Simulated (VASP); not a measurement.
**TiSi16 (a cell with a defect): single point with PBEsol**

TiSi16 (a cell with a defect):

```
CELL_PARAMETERS angstrom
0.00000 5.43000 5.43000
5.43000 0.00000 5.43000
5.43000 5.43000 0.00000
ATOMIC_POSITIONS crystal
Si 0.99298 0.03298 0.89652
Si 0.07856 0.08359 0.11884
Si 0.03740 0.02223 0.46028
Si 0.14828 0.17962 0.54500
Si 0.00032 0.47660 0.98181
Si 0.13783 0.65709 0.05453
Si 0.01452 0.57660 0.41436
Si 0.15139 0.63159 0.58841
Si 0.45983 0.94104 0.00966
Si 0.62578 0.07510 0.11842
Si 0.52916 0.02935 0.48771
Si 0.66173 0.18639 0.67495
Si 0.52722 0.44705 0.96748
Si 0.61874 0.58883 0.09918
Si 0.51645 0.53448 0.44064
Si 0.65819 0.61084 0.58916
Ti 0.74066 0.76724 0.71770
```

```
Program             : VASP 6.6.1
Task                : single point
Functional          : PBEsol
Potentials or basis : VASP PAW PBE potentials, release 64 (Si, Ti_sv)
Cutoff              : 520 eV
k mesh              : 2 × 2 × 2
Occupations         : fermi-dirac, width 0.02 eV
Spin                : no spin polarisation
```

```
Pressure               : 0.3 GPa
Largest force          : 2.461 eV/Å
Band gap on the k mesh : zero (bands 38 and 39 overlap by 0.29 eV)
```

Forces in eV/Å, atoms in the order of the input:
```
Si   0.570  0.859 -1.545
Si   0.164 -0.364  1.523
Si  -0.096 -0.785 -2.161
Si   0.488  0.403  2.063
Si  -0.232  0.403  0.499
Si  -1.421 -0.309  0.058
Si  -0.660  0.968 -0.504
Si   0.757 -0.128 -0.208
Si   1.528 -0.884  1.715
Si  -0.275 -0.175 -0.086
Si  -0.195 -0.642 -0.232
Si  -1.012 -0.055 -0.458
Si   0.589 -1.300 -0.478
Si  -0.866  1.045 -0.096
Si   0.538  1.306 -0.926
Si  -0.234 -1.439 -0.708
Ti   0.356  1.096  1.544
```

Stress tensor (GPa, compression positive):
```
 1.07  3.13 -1.55
 3.13  2.23 -0.16
-1.55 -0.16 -2.34
```

Levels at points of the mesh, in eV from the Fermi level:
```
           k point  band 36  band 37  band 38  band 39  band 40  band 41
(0.00, 0.00, 0.00)    -0.73    -0.61    -0.41    -0.26     0.10     0.37
(0.50, 0.00, 0.00)    -1.00    -0.57    -0.13     0.07     0.36     0.64
(0.00, 0.50, 0.00)    -0.75    -0.39    -0.13     0.18     0.40     0.64
(0.00, 0.00, 0.50)    -0.97    -0.39    -0.28     0.22     0.41     0.50
(0.50, 0.50, 0.50)    -0.75    -0.49    -0.24     0.00     0.51     0.57
(0.50, 0.50, 0.00)    -1.07    -0.64     0.02     0.41     0.66     0.87
(0.00, 0.50, 0.50)    -1.25    -0.22    -0.08     0.54     0.70     0.95
(0.50, 0.00, 0.50)    -1.00    -0.72     0.02     0.67     0.73     0.95
```

Wall time 8.4 min on 1 thread of Intel Xeon 8259CL, with other jobs on the host, peak memory 0.5 GiB.

Caveat: the k points lie up to 0.50 Å⁻¹ apart; the PAW data sets were made with another functional, which shifts forces and pressure a little.
